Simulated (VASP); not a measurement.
# Al2Pt (P4mm) in VASP: a series of runs, part 4 of 4

VASP 6.6.1. Earlier steps stand in the parts before.

**6. Relaxation of cell and atoms, PBE**

This run uses another cell than the first one: it holds 3 atoms, not 6.

INCAR

```
SYSTEM = Al2Pt
  ALGO = Fast
  EDIFF = 1E-6
  EDIFFG = -0.01
  ENCUT = 600
  GGA = PE
  IBRION = 2
  ISIF = 3
  ISMEAR = 0
  LASPH = .True.
  LCHARG = .False.
  LREAL = .False.
  LWAVE = .False.
  NELM = 60
  NSW = 100
  PREC = Accurate
  SIGMA = 0.1
```

KPOINTS

```
k-points
0
Gamma
  16 16 8
  0 0 0
```

POSCAR

```
Al2Pt
1.0
    2.8999899828      0.0000000000      0.0000000000
    0.0000000000      2.8999899828      0.0000000000
    0.0000000000      0.0000000000      5.9795210951
Al Pt
2 1
Direct
    0.0000000000      0.0000000000      0.7391590835
    0.5000000000      0.5000000000      0.0689790454
    0.5000000000      0.5000000000      0.4832631461
```

Potentials or basis: VASP PAW PBE potentials, release 64 (Al, Pt).

Started as:

```sh
$ cat potpaw_PBE.64/Al/POTCAR potpaw_PBE.64/Pt/POTCAR > POTCAR
$ mpirun -np 1 vasp_std > vasp.out
```

OUTCAR:

```text
SYSTEM = Al2Pt
   EDIFF = 1E-6
   EDIFFG = -0.01
   ENCUT = 600
   GGA = PE
   IBRION = 2
   ISIF = 3
   ISMEAR = 0
   LASPH = .True.
   LREAL = .False.
   NELM = 60
   NSW = 100
   PREC = Accurate

 ion  position               nearest neighbor table
   1  0.000  0.000  0.739-   3 2.56   3 2.56   3 2.56   3 2.56   2 2.85   2 2.85   2 2.85   2 2.85

   2  0.500  0.500  0.069-   3 2.48   1 2.85   1 2.85   1 2.85   1 2.85
   3  0.500  0.500  0.483-   2 2.48   1 2.56   1 2.56   1 2.56   1 2.56

  LATTYP: Found a simple tetragonal cell.
 ALAT       =     2.8999899828
 C/A-ratio  =     2.0619109482

  Lattice vectors:

 A1 = (   2.8999899828,   0.0000000000,   0.0000000000)
 A2 = (   0.0000000000,   2.8999899828,   0.0000000000)
 A3 = (   0.0000000000,   0.0000000000,   5.9795210951)

Analysis of symmetry for initial positions (statically):
=====================================================================
 Subroutine PRICEL returns:
 Original cell was already a primitive cell.

 Routine SETGRP: Setting up the symmetry group for a
 simple tetragonal supercell.

 Subroutine GETGRP returns: Found  8 space group operations
 (whereof  8 operations were pure point group operations)
 out of a pool of 16 trial point group operations.

The static configuration has the point symmetry C_4v.

Analysis of symmetry for dynamics (positions and initial velocities):
=====================================================================
 Subroutine PRICEL returns:
 Original cell was already a primitive cell.

 Routine SETGRP: Setting up the symmetry group for a
 simple tetragonal supercell.

 Subroutine GETGRP returns: Found  8 space group operations
 (whereof  8 operations were pure point group operations)
 out of a pool of 16 trial point group operations.

The dynamic configuration has the point symmetry C_4v.

 Subroutine INISYM returns: Found  8 space group operations
 (whereof  8 operations are pure point group operations),
 and found     1 'primitive' translations

----------------------------------------------------------------------------------------

                                     Primitive cell

  volume of cell :      50.2874

  direct lattice vectors                    reciprocal lattice vectors
     2.899989983  0.000000000  0.000000000     0.344828777  0.000000000  0.000000000
     0.000000000  2.899989983  0.000000000     0.000000000  0.344828777  0.000000000
     0.000000000  0.000000000  5.979521095     0.000000000  0.000000000  0.167237473

  length of vectors
     2.899989983  2.899989983  5.979521095     0.344828777  0.344828777  0.167237473

  position of ions in fractional coordinates (direct lattice)
     0.000000000  0.000000000  0.739159083
     0.500000000  0.500000000  0.068979045
     0.500000000  0.500000000  0.483263146

  ion indices of the primitive-cell ions
   primitive index   ion index
[... 56 lines left out ...]
 [... further k-points ...]
   k-points           NKPTS =    225   k-points in BZ     NKDIM =    225   number of bands    NBANDS=     12
   number of dos      NEDOS =    301   number of ions     NIONS =      3
   total plane-waves  NPLWV =  27648
   dimension x,y,z NGX =    24 NGY =   24 NGZ =   48
   dimension x,y,z NGXF=    48 NGYF=   48 NGZF=   96
   ions per type =               2   1
   NGX,Y,Z   is equivalent  to a cutoff of  13.76, 13.76, 13.35 a.u.
   NGXF,Y,Z  is equivalent  to a cutoff of  27.52, 27.52, 26.69 a.u.
 SYSTEM =  Al2Pt
   PREC   = accura    normal or accurate (medium, high low for compatibility)
   ISTART =      0    job   : 0-new  1-cont  2-samecut
   ICHARG =      2    charge: 1-file 2-atom 10-const
   ISPIN  =      1    spin polarized calculation?
   LNONCOLLINEAR =      F non collinear calculations
   LSORBIT =      F    spin-orbit coupling
   LASPH  =      T    aspherical Exc in radial PAW
   ENCUT  =  600.0 eV  44.10 Ry    6.64 a.u.   5.79  5.79 11.94*2*pi/ulx,y,z
   NELM   =     60;   NELMIN=  2; NELMDL= -5     # of ELM steps
   EDIFF  = 0.1E-05   stopping-criterion for ELM
   LREAL  =      F    real-space projection
   EDIFFG = -.1E-01   stopping-criterion for IOM
   NSW    =    100    number of steps for IOM
   IBRION =      2    ionic relax: 0-MD 1-quasi-New 2-CG
   NFREE  =      1    steps in history (QN), initial steepest desc. (CG)
   ISIF   =      3    stress and relaxation
   ISYM   =      2    0-nonsym 1-usesym 2-fastsym
   POTIM  = 0.5000    time-step for ionic-motion
   TEBEG  =    0.0;   TEEND  =   0.0 temperature during run
   PSTRESS=    0.0 pullay stress
   NELECT =      16.0000    total number of electrons
   NUPDOWN=      -1.0000    fix difference up-down
   EMIN   =  10.00;   EMAX   =-10.00  energy-range for DOS
   EFERMI =   0.00;   METHOD = LEGACY
   ISMEAR =     0;   SIGMA  =   0.10  broadening in eV -4-tet -1-fermi 0-gaus
   EFERMI_NEDOS =   21; number of points for ismear=-14 and -15
   IALGO  =     68    algorithm
   IMIX   =      4    mixing-type and parameters
     AMIX     =   0.40;   BMIX     =  1.00
     AMIX_MAG =   1.60;   BMIX_MAG =  1.00
  volume/ion in A,a.u.               =      16.76       113.12
  Fermi-wavevector in a.u.,A,eV,Ry     =   1.117622  2.112000 16.994757  1.249079
  Thomas-Fermi vector in A             =   2.254247
   LORBIT       =      0    0 simple, 1 ext, 2 COOP (PROOUT), +10 PAW based schemes
   GGA     = PE    functional components
   LHFCALC =     F    Hartree Fock is set to
   AEXX    =    0.0000 exact exchange contribution
   IVDW    =     0    specifies the selected vdW correction
   LEPSILON=     F    determine dielectric tensor
   LRPA    =     F    only Hartree local field effects (RPA)
 conjugate gradient relaxation of ions
 non-spin polarized calculation
 RMM-DIIS sequential band-by-band and
 Gauss-broadening in eV      SIGMA  =   0.10
  energy-cutoff  :      600.00
  volume of cell :       50.29
 maximum number of plane-waves:      1699
 NGX is ok and might be reduce to    24

--------------------------------------- Ionic step        1  -------------------------------------------

 number of electron      16.0000000 magnetization

 Free energy of the ion-electron system (eV)
  ---------------------------------------------------
  ext. energy  EPLUGINS =         0.00000000
  ---------------------------------------------------
  free energy    TOTEN  =       -14.93334155 eV

  energy without entropy =      -14.92884645  energy(sigma->0) =      -14.93109400

------------------------ aborting loop because EDIFF is reached ----------------------------------------

  FORCE on cell =-STRESS in cart. coord.  units (eV):
  Direction    XX          YY          ZZ          XY          YZ          ZX
  --------------------------------------------------------------------------------------
  -------------------------------------------------------------------------------------
  Total       -0.0735941     -0.0735941      0.2833353      0.0000000      0.0000000      0.0000000
  in kB       -2.3447362     -2.3447362      9.0271768      0.0000000      0.0000000      0.0000000
  external PRESSURE =       1.4459014 kB  Pullay stress =       0.0000000 kB
[... 172 lines left out ...]
--------------------------------------- Ionic step        6  -------------------------------------------

 number of electron      16.0000001 magnetization

 Free energy of the ion-electron system (eV)
  ---------------------------------------------------
  ext. energy  EPLUGINS =         0.00000000
  ---------------------------------------------------
  free energy    TOTEN  =       -14.93495253 eV

  energy without entropy =      -14.93047043  energy(sigma->0) =      -14.93271148

 E-fermi :   8.3092     XC(G=0): -10.9400

 val. band max:        8.2833726690   @ k =   0.3125   0.2500   0.3750
 cond. band min:       8.3102948774   @ k =   0.5000   0.2500   0.2500
 fundamental gap:      0.0269222084
 Fermi energy:         8.3092252250

 k-point     1 :       0.0000    0.0000    0.0000
  band No.  band energies     occupation
      1      -2.4067      2.00000
      2       1.1510      2.00000
      3       3.0326      2.00000
      4       3.1374      2.00000
      5       4.6582      2.00000
      6       5.7298      2.00000
      7       5.7298      2.00000
      8       6.9267      2.00000
      9      14.5235      0.00000
     10      14.5643      0.00000
     11      14.5643      0.00000
     12      14.9021      0.00000
[... 331 lines left out ...]
 k-point    24 :       0.5000    0.1250    0.0000
  band No.  band energies     occupation
      1       1.5998      2.00000
      2       1.7863      2.00000
      3       3.7178      2.00000
      4       3.8002      2.00000
      5       4.8434      2.00000
      6       5.3332      2.00000
      7       6.4340      2.00000
      8       7.4589      2.00000
      9       8.0937      1.99769
     10       9.8000      0.00000
     11      10.8400      0.00000
     12      15.6085      0.00000

 [... further k-points ...]
[... 5 lines left out ...]
  --------------------------------------------------------------------------------------
  -------------------------------------------------------------------------------------
  Total        0.0080426      0.0080426      0.0038430      0.0000000     -0.0000000      0.0000000
  in kB        0.2566488      0.2566488      0.1226331      0.0000000     -0.0000000      0.0000000
  external PRESSURE =       0.2119769 kB  Pullay stress =       0.0000000 kB
[... 18 lines left out ...]
  FREE ENERGIE OF THE ION-ELECTRON SYSTEM (eV)
  ---------------------------------------------------
  free  energy   TOTEN  =       -14.9349525276 eV

  energy  without entropy=      -14.9304704309  energy(sigma->0) =      -14.93271148

 reached required accuracy - stopping structural energy minimisation
```

OSZICAR:

```text
N       E                     dE             d eps       ncg     rms          rms(c)
DAV:   1     0.554665216096E+02    0.55467E+02   -0.74826E+03  5400   0.130E+03
[... 43 lines left out ...]
       N       E                     dE             d eps       ncg     rms          rms(c)
DAV:   1    -0.149349653311E+02   -0.13005E-03   -0.55267E-02  5440   0.154E+00    0.425E-02
RMM:   2    -0.149349583161E+02    0.70150E-05   -0.75635E-04  5400   0.247E-01    0.230E-02
RMM:   3    -0.149349559740E+02    0.23421E-05   -0.91843E-05  5405   0.892E-02    0.121E-02
RMM:   4    -0.149349536921E+02    0.22819E-05   -0.16787E-05  5384   0.371E-02    0.764E-03
RMM:   5    -0.149349525207E+02    0.11714E-05   -0.44066E-06  4838   0.191E-02    0.174E-03
RMM:   6    -0.149349525276E+02   -0.69267E-08   -0.74940E-07  3189   0.746E-03
   6 F= -.14934953E+02 E0= -.14932711E+02  d E =-.117577E-03
```

Wall time 4.3 min (1 thread of Intel Xeon 6975P-C, shared host); peak memory 0.32 GiB.

What came out:

| Quantity | Value |
| --- | --- |
| Free energy | -14.9350 eV |
| Relaxed volume | 16.74 Å³/atom |
| Relaxed cell | a = 2.887 Å, b = 2.887 Å, c = 6.023 Å, α = 90.00°, β = 90.00°, γ = 90.00° |
| Space group after relaxing (to 0.05 Å) | P4mm (No. 99) |
| Energy gained by relaxing | 0.5 meV/atom |
| Ionic steps | 6 |
| Pressure after relaxing | 0.0 GPa |
| Largest force after relaxing | 0.007 eV/Å |
| Band gap on the k mesh | zero (band 8 reaches 9.65 eV, above the bottom of band 9 at 7.03 eV) |

Forces on the atoms (eV/Å):
```
Al   0.000  0.000 -0.007
Al   0.000  0.000  0.004
Pt   0.000  0.000  0.003
```

Step by step:
```
step  energy change (eV)  largest force (eV/Å)  pressure (GPa)  volume (Å³)
   1              0.0000                0.0485            0.14        50.29
   2             -0.0010                0.0464           -0.28        50.40
   3             -0.0010                0.0553           -0.38        50.42
   4             -0.0015                0.0413            0.11        50.18
   5             -0.0015                0.0430            0.11        50.19
   6             -0.0016                0.0074            0.02        50.21
```

Final structure:
```xyz
3
Lattice="2.8873 0.0000 0.0000 0.0000 2.8873 0.0000 0.0000 0.0000 6.0226" Properties=species:S:1:pos:R:3 pbc="T T T"
Al    2.8873    0.0000    4.4548
Al    1.4437    1.4437    0.4214
Pt    1.4437    1.4437    2.9014
```

Levels at points of the mesh, in eV from the Fermi level:
| k point | band 4 | band 5 | band 6 | band 7 | band 8 | band 9 | band 10 | band 11 | band 12 |
| --- | --- | --- | --- | --- | --- | --- | --- | --- | --- |
| (0.00, 0.00, 0.00) | -5.17 | -3.65 | -2.58 | -2.58 | -1.38 | 6.21 | 6.26 | 6.26 | 6.59 |
| (0.50, 0.00, 0.00) | -4.64 | -2.89 | -2.27 | -2.10 | -1.54 | -0.98 | 1.43 | 2.38 | 9.28 |
| (0.50, 0.50, 0.00) | -4.18 | -1.76 | -1.76 | -0.18 | 0.29 | 0.85 | 2.89 | 3.09 | 3.09 |
| (0.00, 0.00, 0.50) | -5.17 | -2.59 | -2.59 | -1.38 | -0.62 | 1.88 | 6.24 | 6.89 | 6.89 |
| (0.50, 0.00, 0.50) | -4.47 | -3.39 | -2.89 | -2.69 | -2.28 | 0.64 | 3.19 | 3.63 | 5.85 |
| (0.50, 0.50, 0.50) | -3.85 | -0.59 | -0.52 | -0.52 | -0.18 | 0.01 | 0.54 | 0.54 | 3.56 |

Caveat: spin-orbit coupling is left out, which moves the levels of the heavy elements.

**7. Overview**

```tsv
task	cell	k mesh	cutoff (eV)	gap on the mesh (eV)	pressure (GPa)	relaxed volume (Å³/atom)	largest force (eV/Å)
single point	a = 4.063, b = 4.063, c = 5.894 Å, 6 atoms	4 × 4 × 4	520	none	20.2	-	7.11
single point	a = 4.101, b = 4.101, c = 5.980 Å, 6 atoms	4 × 4 × 4	520	none	-0.1	-	0.01
single point	a = 2.888, b = 2.888, c = 6.024 Å, 3 atoms	16 × 16 × 8	520	none	-0.1	-	-
relaxation of cell and atoms	relaxed from a = 4.063, b = 4.063, c = 5.894 Å, 6 atoms	4 × 4 × 4	600	none	0.0	16.77	0.03
relaxation of cell and atoms	relaxed from a = 2.900, b = 2.900, c = 5.980 Å, 3 atoms	16 × 16 × 8	600	none	0.0	16.74	0.01
```

Alike in all rows: level PBE; potentials or basis VASP PAW PBE potentials, release 64 (Al, Pt); no spin polarisation; smearing gaussian 0.1 eV.

Caveats: some runs use coarse meshes; spin-orbit coupling is left out, which moves the levels of the heavy elements; forces of over 1 eV/Å act on the atoms, so gaps and moduli don't describe the material at rest (some runs).

Absolute energies hang on the potentials; compare differences alone.
